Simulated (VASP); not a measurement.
# AlAu2 (I4/mmm) in VASP: notebook, part 2 of 2

VASP 6.6.1.

## 4. Single point, LDA

This run uses another cell than the first one, of 14.04 Å³/atom.

INCAR reads:

```
SYSTEM = AlAu2
PREC = Accurate
ENCUT = 520
EDIFF = 1E-7
ISMEAR = 0
SIGMA = 0.15
LREAL = .FALSE.
LASPH = .TRUE.
NELM = 60
ALGO = Fast
ISIF = 2
LWAVE = .FALSE.
LCHARG = .FALSE.
GGA = CA
NBANDS = 20
```

KPOINTS reads:

```
regular mesh
0
G
  16 16 16
  0 0 0
```

POSCAR reads:

```
AlAu2
1.0
   -1.6027500000      1.6027500000      4.0978500000
    1.6027500000     -1.6027500000      4.0978500000
    1.6027500000      1.6027500000     -4.0978500000
Al Au
1 2
Direct
    0.0000000000      0.0000000000      0.0000000000
    0.6570428093      0.6570428093      0.0000000000
    0.3429571907      0.3429571907      0.0000000000
```

Potentials or basis: VASP PAW LDA potentials, release 64 (Al, Au).

Command:

```console
cat potpaw_LDA.64/Al/POTCAR potpaw_LDA.64/Au/POTCAR > POTCAR
mpirun -np 1 vasp_std > vasp.out
```

OUTCAR:

```text
SYSTEM = AlAu2
   PREC = Accurate
   ENCUT = 520
   EDIFF = 1E-7
   ISMEAR = 0
   LREAL = .FALSE.
   LASPH = .TRUE.
   NELM = 60
   ISIF = 2
   GGA = CA

 ion  position               nearest neighbor table
   1  0.000  0.000  0.000-   2 2.61   2 2.61   2 2.61   3 2.61   2 2.61   3 2.61   3 2.61   3 2.61
                             2 2.81   3 2.81
   2  0.657  0.657  0.000-   3 2.57   1 2.61   1 2.61   1 2.61   1 2.61   3 2.73   3 2.73   3 2.73
                             3 2.73   1 2.81
   3  0.343  0.343  0.000-   2 2.57   1 2.61   1 2.61   1 2.61   1 2.61   2 2.73   2 2.73   2 2.73
                             2 2.73   1 2.81

  LATTYP: Found a body centered tetragonal cell.
 ALAT       =     3.2055000000
 C/A-ratio  =     2.5567618156

  Lattice vectors:

 A1 = (  -1.6027500000,   1.6027500000,   4.0978500000)
 A2 = (   1.6027500000,  -1.6027500000,   4.0978500000)
 A3 = (   1.6027500000,   1.6027500000,  -4.0978500000)

Analysis of symmetry for initial positions (statically):
=====================================================================
 Subroutine PRICEL returns:
 Original cell was already a primitive cell.

 Routine SETGRP: Setting up the symmetry group for a
 body centered tetragonal supercell.

[... 169 lines left out ...]
 E-fermi :  12.0844     XC(G=0): -13.0927

 val. band max:       12.0820260979   @ k =  -0.4375   0.5000   0.2500
 cond. band min:      12.0867694865   @ k =  -0.4375   0.3125   0.0625
 fundamental gap:      0.0047433887
 Fermi energy:        12.0843535481

 k-point     1 :       0.0000    0.0000    0.0000
  band No.  band energies     occupation
      1      -0.3875      2.00000
      2       4.2177      2.00000
      3       4.5607      2.00000
      4       5.7145      2.00000
      5       6.0967      2.00000
      6       6.2108      2.00000
[... 541 lines left out ...]
     19      20.9751      0.00000
     20      23.2404      0.00000

 [... further k-points ...]

------------------------ aborting loop because EDIFF is reached ----------------------------------------

  FORCE on cell =-STRESS in cart. coord.  units (eV):
  Direction    XX          YY          ZZ          XY          YZ          ZX
  --------------------------------------------------------------------------------------
  -------------------------------------------------------------------------------------
  Total        6.4710199      6.4710199      9.0296507      0.0000000      0.0000000      0.0000000
  in kB      246.2270127    246.2270127    343.5847755      0.0000000      0.0000000      0.0000000
  external PRESSURE =     278.6796003 kB  Pullay stress =       0.0000000 kB

 VOLUME and BASIS-vectors are now :
 -----------------------------------------------------------------------------
  energy-cutoff  :      520.00
  volume of cell :       42.11
      direct lattice vectors                 reciprocal lattice vectors
    -1.602750000  1.602750000  4.097850000     0.000000000  0.311963812  0.122015203
     1.602750000 -1.602750000  4.097850000     0.311963812  0.000000000  0.122015203
     1.602750000  1.602750000 -4.097850000     0.311963812  0.311963812  0.000000000

 POSITION                                       TOTAL-FORCE (eV/Angst)
 -----------------------------------------------------------------------------------
      0.00000      0.00000      0.00000        -0.000000     -0.000000     -0.000000
      0.00000      0.00000      5.38493         0.000000      0.000000      0.560507
      0.00000      0.00000      2.81077        -0.000000     -0.000000     -0.560507
 -----------------------------------------------------------------------------------
    total drift:                                0.000000      0.000000     -0.000000

  FREE ENERGIE OF THE ION-ELECTRON SYSTEM (eV)
  ---------------------------------------------------
  free  energy   TOTEN  =       -13.7542589626 eV

  energy  without entropy=      -13.7466887884  energy(sigma->0) =      -13.75047388
```

stdout:

```text
POSCAR found type information on POSCAR AlAu
 POSCAR found :  2 types and       3 ions
 scaLAPACK will be used
 LDA part: xc-table for (Slater(with rela. corr.)+CA(PZ))
 , standard interpolation
 POSCAR, INCAR and KPOINTS ok, starting setup
 FFT: planning ... GRIDC
 FFT: planning ... GRID_SOFT
 FFT: planning ... GRID
 WAVECAR not read
 entering main loop
```

It took 12 min on 1 thread of Intel Xeon Platinum 8375C at 2.90GHz (Ice Lake), shared host; peak memory 0.39 GiB.

What came out:

- Free energy: -13.7543 eV
- Pressure: 27.9 GPa
- Largest force: 0.561 eV/Å
- Band gap on the k mesh: zero (an odd number of electrons rules out a gap without spin polarisation)

Forces on the atoms (eV/Å):
```
Al   0.000  0.000  0.000
Au   0.000  0.000  0.561
Au   0.000  0.000 -0.561
```

Caveat: the cell stands under pressure; spin-orbit coupling is left out, which moves the levels of the heavy elements.

## 5. The runs side by side

| cell | further INCAR settings | gap on the mesh (eV) | pressure (GPa) | largest force (eV/Å) |
| --- | --- | --- | --- | --- |
| a = 4.582 Å, angles 139.1, 139.1, 59.3°, 3 atoms | ALGO = Fast; EDIFF = 1e-06; NBANDS = 20 | none | 38.6 | 1.26 |
| a = 4.594 Å, angles 138.7, 138.7, 59.8°, 3 atoms | ALGO = Fast; EDIFF = 1e-07; NBANDS = 20 | none | 32.4 | 1.39 |
| a = 4.683 Å, angles 140.0, 140.0, 57.9°, 3 atoms | ALGO = Fast; EDIFF = 1e-07; NBANDS = 20 | none | 27.9 | 0.56 |

Alike in all rows: task single point; level LDA; potentials or basis VASP PAW LDA potentials, release 64 (Al, Au); no spin polarisation; k mesh 16 × 16 × 16; cutoff (eV) 520; smearing gaussian 0.15 eV.

Caveats: the cell stands under pressure; spin-orbit coupling is left out, which moves the levels of the heavy elements; forces of over 1 eV/Å act on the atoms, so gaps and moduli don't describe the material at rest (at least some runs).

Total energies depend on the potentials used, so only differences within one code and one set of settings carry meaning.
